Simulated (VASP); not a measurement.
# CdS (de600) (P6_3mc) in VASP: vibrations by perturbation theory with LDA

Aim: the vibrations by perturbation theory of CdS (de600) with LDA.

Everything below comes from runs of VASP 6.6.1. Logs are shortened: lines on timing, memory, paths and dates and some standing lists are left out, and cuts for length are marked.

## (1) The cell of the first run

Symmetry: P6_3mc, No. 186, hexagonal system. Conventional cell: a = 4.074 Å, b = 4.074 Å, c = 6.637 Å, α = 90.00°, β = 90.00°, γ = 120.00°. Within 3.3 Å of Cd (site symmetry 3m) lie 4 S at 2.49 to 2.50 Å. Within 3.3 Å of S (site symmetry 3m) lie 4 Cd at 2.49 to 2.50 Å.

## (2) Vibrations by perturbation theory, LDA

Contents of INCAR:

```
ALGO = Normal
EDIFF = 1E-8
ENCUT = 520
GGA = CA
IBRION = 8
ISIF = 2
ISMEAR = 0
LASPH = True
LCHARG = True
LEPSILON = True
LREAL = False
LWAVE = False
NELM = 100
NSW = 1
PREC = Accurate
SIGMA = 0.01
```

Contents of KPOINTS:

```
k-points
0
Gamma
  6 6 4
```

Contents of POSCAR:

```
CdS
1.0
    4.0743297244      0.0000000000      0.0000000000
   -2.0371648622      3.5284730447      0.0000000000
    0.0000000000      0.0000000000      6.6374638456
Cd S
2 2
Direct
    0.6666666667      0.3333333333      0.5004414159
    0.3333333333      0.6666666667      0.0004414159
    0.6666666667      0.3333333333      0.8765585841
    0.3333333333      0.6666666667      0.3765585841
```

Potentials or basis: VASP PAW LDA potentials, release 64 (Cd, S).

On the command line:

```bash
> cat potpaw_LDA.64/Cd/POTCAR potpaw_LDA.64/S/POTCAR > POTCAR
> mpirun -np 1 vasp_std > vasp.out
```

OUTCAR:

```text
EDIFF = 1E-8
   ENCUT = 520
   GGA = CA
   IBRION = 8
   ISIF = 2
   ISMEAR = 0
   LASPH = True
   LEPSILON = True
   LREAL = False
   NELM = 100
   NSW = 1
   PREC = Accurate

 ion  position               nearest neighbor table
   1  0.667  0.333  0.500-   4 2.49   4 2.49   4 2.49   3 2.50
   2  0.333  0.667  0.000-   3 2.49   3 2.49   3 2.49   4 2.50
   3  0.667  0.333  0.877-   2 2.49   2 2.49   2 2.49   1 2.50
   4  0.333  0.667  0.377-   1 2.49   1 2.49   1 2.49   2 2.50

  LATTYP: Found a hexagonal cell.
 ALAT       =     4.0743297244
 C/A-ratio  =     1.6290934447

  Lattice vectors:

 A1 = (   4.0743297244,   0.0000000000,   0.0000000000)
 A2 = (  -2.0371648622,   3.5284730447,   0.0000000000)
 A3 = (   0.0000000000,   0.0000000000,   6.6374638456)

Analysis of symmetry for initial positions (statically):
=====================================================================
 Subroutine PRICEL returns:
 Original cell was already a primitive cell.

 Routine SETGRP: Setting up the symmetry group for a
 hexagonal supercell.

 Subroutine GETGRP returns: Found 12 space group operations
 (whereof  6 operations were pure point group operations)
 out of a pool of 24 trial point group operations.

The static configuration has the point symmetry C_3v.
 The point group associated with its full space group is C_6v.

Analysis of symmetry for dynamics (positions and initial velocities):
=====================================================================
 Subroutine PRICEL returns:
 Original cell was already a primitive cell.

 Routine SETGRP: Setting up the symmetry group for a
 hexagonal supercell.

 Subroutine GETGRP returns: Found 12 space group operations
 (whereof  6 operations were pure point group operations)
 out of a pool of 24 trial point group operations.

The dynamic configuration has the point symmetry C_3v.
 The point group associated with its full space group is C_6v.

 Subroutine INISYM returns: Found 12 space group operations
 (whereof  6 operations are pure point group operations),
 and found     1 'primitive' translations

----------------------------------------------------------------------------------------

                                     Primitive cell

  volume of cell :      95.4213

  direct lattice vectors                    reciprocal lattice vectors
     4.074329724  0.000000000  0.000000000     0.245439144  0.141704356  0.000000000
    -2.037164862  3.528473045  0.000000000     0.000000000  0.283408712  0.000000000
     0.000000000  0.000000000  6.637463846     0.000000000  0.000000000  0.150659954

  length of vectors
     4.074329724  4.074329724  6.637463846     0.283408712  0.283408712  0.150659954

  position of ions in fractional coordinates (direct lattice)
     0.666666667  0.333333333  0.500441416
     0.333333333  0.666666667  0.000441416
     0.666666667  0.333333333  0.876558584
     0.333333333  0.666666667  0.376558584

  ion indices of the primitive-cell ions
   primitive index   ion index
                 1           1
                 2           2
                 3           3
                 4           4

[... 708 lines left out ...]

[... ionic steps 4 to 9 ...]

--------------------------------------- Ionic step       10  -------------------------------------------

------------------------ aborting loop because EDIFF is reached ----------------------------------------

[... ionic steps 11 to 11 ...]

--------------------------------------- Ionic step       12  -------------------------------------------

 Free energy of the ion-electron system (eV)
  ---------------------------------------------------
  ---------------------------------------------------
  free energy    TOTEN  =        -0.12079044 eV

  energy without entropy =       -0.12079044

------------------------ aborting loop because EDIFF is reached ----------------------------------------

 INTERNAL STRAIN TENSOR  FOR ION    3  DIRECTION 3   (eV/Angst):
 -----------------------------------------------------------------------------
     4.52862 -0.00000  0.00000
     0.00000  4.52862  0.00000
     0.00000 -0.00000 -8.73206

 MACROSCOPIC STATIC DIELECTRIC TENSOR (including local field effects in DFT)
 ------------------------------------------------------
           7.513100     0.000000     0.000000
          -0.000000     7.513100    -0.000000
           0.000000     0.000000     7.297549
 ------------------------------------------------------

 PIEZOELECTRIC TENSOR (including local field effects)  for field in x, y, z        (e  Angst)
          XX          YY          ZZ          XY          YZ          ZX
  --------------------------------------------------------------------------------
  x     0.00000     0.00000     0.00000     0.00000     0.00000     2.11082
  y     0.00000     0.00000     0.00000     0.00000     2.11081     0.00000
  z     1.99004     1.99004    -4.12622     0.00000     0.00000     0.00000

 PIEZOELECTRIC TENSOR (including local field effects)  for field in x, y, z        (C/m^2)
          XX          YY          ZZ          XY          YZ          ZX
  --------------------------------------------------------------------------------
  x     0.00000     0.00000     0.00000     0.00000     0.00000     0.35442
  y     0.00000     0.00000     0.00000     0.00000     0.35442     0.00000
  z     0.33414     0.33414    -0.69282     0.00000     0.00000     0.00000

 BORN EFFECTIVE CHARGES (including local field effects) (in |e|, cummulative output)
 ---------------------------------------------------------------------------------
 ion    1
    1     2.14456     0.00000     0.00000
    2     0.00000     2.14456     0.00000
    3     0.00000    -0.00000     2.20432
 ion    2
    1     2.14456     0.00000     0.00000
    2     0.00000     2.14456    -0.00000
    3     0.00000     0.00000     2.20432
 ion    3
    1    -2.14456    -0.00000     0.00000
    2    -0.00000    -2.14456     0.00000
    3     0.00000     0.00000    -2.20432
 ion    4
    1    -2.14456     0.00000     0.00000
    2    -0.00000    -2.14456    -0.00000
    3     0.00000     0.00000    -2.20432

 INTERNAL STRAIN TENSOR FOR ION    4 for displacements in x,y,z  (eV/Angst):
          X           Y           Z          XY          YZ          ZX
  --------------------------------------------------------------------------------
  x     0.00000     0.00000     0.00000    -7.52876     0.00000     4.69633
  y    -7.52876     7.52876    -0.00000     0.00000     4.22690    -0.00000
  z     4.52862     4.52862    -8.73206     0.00000    -0.00000     0.00000

 SECOND DERIVATIVES (NOT SYMMETRIZED)
 ------------------------------------
               1X          1Y          1Z          2X          2Y          2Z          3X          3Y          3Z          4X          4Y          4Z
  1X    -5.810118    0.000000   -0.000000   -0.070227    0.000000    0.000000    0.053413    0.000000    0.000000    5.826932    0.000000    0.000000
  1Y     0.000000   -5.810118    0.000000    0.000000   -0.070227    0.000000    0.000000    0.053413    0.000000   -0.000000    5.826932    0.000000
  1Z     0.000000    0.000000   -7.275640   -0.000000    0.000000    1.719035    0.000000    0.000000    4.294427   -0.000000    0.000000    1.262178
  2X    -0.070227    0.000000   -0.000000   -5.810118    0.000000    0.000000    5.826932    0.000000    0.000000    0.053413    0.000000    0.000000
  2Y     0.000000   -0.070227    0.000000    0.000000   -5.810118    0.000000    0.000000    5.826932   -0.000000    0.000000    0.053413    0.000000
  2Z     0.000000   -0.000000    1.719035    0.000000    0.000000   -7.275640    0.000000    0.000000    1.262178    0.000000   -0.000000    4.294427
  3X     0.037471    0.000000    0.000000    5.807079    0.000000    0.000000   -6.366647    0.000000    0.000000    0.522097    0.000000    0.000000
  3Y     0.000000    0.037471    0.000000    0.000000    5.807079    0.000000    0.000000   -6.366647    0.000000    0.000000    0.522097    0.000000
  3Z     0.000000    0.000000    4.271633    0.000000   -0.000000    1.250967   -0.000000    0.000000   -8.293583   -0.000000    0.000000    2.770984
  4X     5.807079    0.000000    0.000000    0.037471    0.000000    0.000000    0.522097    0.000000    0.000000   -6.366647    0.000000   -0.000000
  4Y     0.000000    5.807079   -0.000000    0.000000    0.037471    0.000000    0.000000    0.522097   -0.000000    0.000000   -6.366647   -0.000000
  4Z     0.000000    0.000000    1.250967   -0.000000   -0.000000    4.271633    0.000000   -0.000000    2.770984    0.000000   -0.000000   -8.293583

 Eigenvectors and eigenvalues of the dynamical matrix
 ----------------------------------------------------

   1 f  =    9.305686 THz    58.469349 2PiTHz  310.404268 cm-1    38.485207 meV
             X         Y         Z           dx          dy          dz
      2.037165  1.176158  3.321662    -0.000000    0.000000    0.127805
     -0.000000  2.352315  0.002930     0.000000   -0.000000   -0.127805
      2.037165  1.176158  5.818126    -0.000000    0.000000   -0.695461
     -0.000000  2.352315  2.499394     0.000000   -0.000000    0.695461
[... 71 lines left out ...]
  12 f/i=    0.009622 THz     0.060458 2PiTHz    0.320964 cm-1     0.039794 meV
             X         Y         Z           dx          dy          dz
      2.037165  1.176158  3.321662    -0.310814    0.540271   -0.000000
     -0.000000  2.352315  0.002930    -0.310814    0.540271   -0.000000
      2.037165  1.176158  5.818126    -0.166512    0.289439   -0.000000
     -0.000000  2.352315  2.499394    -0.166512    0.289439   -0.000000

--------------------------------------------------------------------------------------------------------

 MACROSCOPIC STATIC DIELECTRIC TENSOR IONIC CONTRIBUTION
 ------------------------------------------------------
           2.975397    -0.000000     0.000000
          -0.000000     2.975397     0.000000
           0.000000     0.000000     3.326739
 ------------------------------------------------------

 ELASTIC MODULI CONTR FROM IONIC RELAXATION (kBar)
 Direction    XX          YY          ZZ          XY          YZ          ZX
 --------------------------------------------------------------------------------
 XX        -400.2965    152.3932    239.5486      0.0000      0.0000     -0.0000
 YY         152.3932   -400.2965    239.5486     -0.0000     -0.0000      0.0000
 ZZ         239.5486    239.5486   -462.9510      0.0000      0.0000      0.0000
 XY           0.0000     -0.0000      0.0000   -276.3448      0.0000      0.0000
 YZ           0.0000     -0.0000      0.0000      0.0000   -112.0222      0.0000
 ZX          -0.0000      0.0000      0.0000     -0.0000      0.0000   -119.2369
 --------------------------------------------------------------------------------

 PIEZOELECTRIC TENSOR IONIC CONTR  for field in x, y, z        (C/m^2)
          XX          YY          ZZ          XY          YZ          ZX
  --------------------------------------------------------------------------------
  x    -0.00000     0.00000     0.00000    -0.00000     0.00000    -0.56047
  y     0.00000    -0.00000     0.00000     0.00000    -0.54325     0.00000
  z    -0.60424    -0.60424     1.16775    -0.00000    -0.00000    -0.00000
```

It took 16 min on 1 thread of Intel Xeon Platinum 8259CL at 2.50GHz (Skylake/Cascade Lake), shared host; peak memory 0.47 GiB.

What came out:

* Electronic dielectric tensor (diagonal): 7.51, 7.51, 7.30
* Born charges (mean of the diagonal): Cd +2.16; S -2.16 e
* Highest phonon frequency at Γ, LO-TO splitting left out: 310 cm⁻¹

Phonon frequencies in cm⁻¹ (negative: imaginary):
```
              q point                              frequencies
(0.000, 0.000, 0.000)  0 0 0 43 43 139 246 253 253 266 266 310
```

Electronic dielectric tensor:
```
7.51 0.00 0.00
0.00 7.51 0.00
0.00 0.00 7.30
```

Born effective charge tensors (e):
atom 1, Cd
```
2.14 0.00 0.00
0.00 2.14 0.00
0.00 0.00 2.20
```
atom 2, Cd
```
2.14 0.00 0.00
0.00 2.14 0.00
0.00 0.00 2.20
```
atom 3, S
```
-2.14  0.00  0.00
 0.00 -2.14  0.00
 0.00  0.00 -2.20
```
atom 4, S
```
-2.14  0.00  0.00
 0.00 -2.14  0.00
 0.00  0.00 -2.20
```
